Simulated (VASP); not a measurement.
Wanted: the native input for a VASP 6.6.1 run.

```yaml
Task: single point
Functional: PBEsol
Potentials_or_basis: VASP PAW PBE potentials, release 64 (In_d, O)
Cutoff: 520 eV
k_mesh: 2 × 2 × 2
Occupations: gaussian, width 0.01 eV
Spin: no spin polarisation
Dipole_correction: no
Further_INCAR_settings: LREAL = Auto; ALGO = Normal; EDIFF = 1e-07; NBANDS = 202
```

The structure of In2O3 lies in POSCAR:

```
In2O3
1.0
   -5.0806533138      5.0806533138      5.0806533138
    5.0806533138     -5.0806533138      5.0806533138
    5.0806533138      5.0806533138     -5.0806533138
In O
16 24
Direct
    0.5000000000      0.5000000000      0.5000000000
    0.5000000000      0.0000000000      0.0000000000
    0.0000000000      0.5000000000      0.0000000000
    0.0000000000      0.0000000000      0.5000000000
    0.2500000000      0.7159803417      0.4659803417
    0.7500000000      0.7840196583      0.0340196583
    0.4659803417      0.2500000000      0.7159803417
    0.0340196583      0.7500000000      0.7840196583
    0.7159803417      0.4659803417      0.2500000000
    0.7840196583      0.0340196583      0.7500000000
    0.7500000000      0.2840196583      0.5340196583
    0.2500000000      0.2159803417      0.9659803417
    0.5340196583      0.7500000000      0.2840196583
    0.9659803417      0.2500000000      0.2159803417
    0.2840196583      0.5340196583      0.7500000000
    0.2159803417      0.9659803417      0.2500000000
    0.5367227427      0.7721685075      0.5445351318
    0.7276333757      0.9921876110      0.9554648682
    0.9632772573      0.5078123890      0.2354457648
    0.7723666243      0.7278314925      0.2645542352
    0.5445351318      0.5367227427      0.7721685075
    0.9554648682      0.7276333757      0.9921876110
    0.2354457648      0.9632772573      0.5078123890
    0.2645542352      0.7723666243      0.7278314925
    0.7721685075      0.5445351318      0.5367227427
    0.9921876110      0.9554648682      0.7276333757
    0.5078123890      0.2354457648      0.9632772573
    0.7278314925      0.2645542352      0.7723666243
    0.4632772573      0.2278314925      0.4554648682
    0.2723666243      0.0078123890      0.0445351318
    0.0367227427      0.4921876110      0.7645542352
    0.2276333757      0.2721685075      0.7354457648
    0.4554648682      0.4632772573      0.2278314925
    0.0445351318      0.2723666243      0.0078123890
    0.7645542352      0.0367227427      0.4921876110
    0.7354457648      0.2276333757      0.2721685075
    0.2278314925      0.4554648682      0.4632772573
    0.0078123890      0.0445351318      0.2723666243
    0.4921876110      0.7645542352      0.0367227427
    0.2721685075      0.7354457648      0.2276333757
```

One way to write it, as run:

INCAR

```
SYSTEM = In2O3
ALGO     = Normal         ! electronic algorithm
EDIFF    = 1E-7           ! SCF threshold, eV
ENCUT    = 520            ! plane-wave cutoff, eV
GGA      = PS             ! functional
ISIF     = 2              ! what is computed and relaxed
ISMEAR   = 0              ! smearing method
LASPH    = .True.         ! aspherical terms in the spheres
LCHARG   = .True.         ! write CHGCAR
LELF     = .True.         ! ELF
LREAL    = Auto         
LVHAR    = .True.       
LWAVE    = .False.        ! write WAVECAR
NBANDS   = 202            ! bands
NELM     = 100            ! most SCF steps
PREC     = Accurate       ! precision mode
SIGMA    = 0.01           ! smearing width, eV
```

KPOINTS

```
k-points
0
Gamma
  2 2 2
  0 0 0
```

Potentials or basis: VASP PAW PBE potentials, release 64 (In_d, O).

Run with:

```console
$ cat potpaw_PBE.64/In_d/POTCAR potpaw_PBE.64/O/POTCAR > POTCAR
$ mpirun -np 1 vasp_std > vasp.out
```

Results of the run:

```json
{
 "Pressure": "0.5 GPa",
 "Largest force": "0.012 eV/Å",
 "Band gap on the k mesh": "1.03 eV"
}
```

Caveat: the k points lie up to 0.44 Å⁻¹ apart; the PAW data sets were made with another functional, which shifts forces and pressure a little; spin-orbit coupling is left out, which moves the levels of the heavy elements.

Wall time 23 min on 1 thread of Intel Xeon 8259CL, with other jobs on the host, peak memory 0.79 GiB.
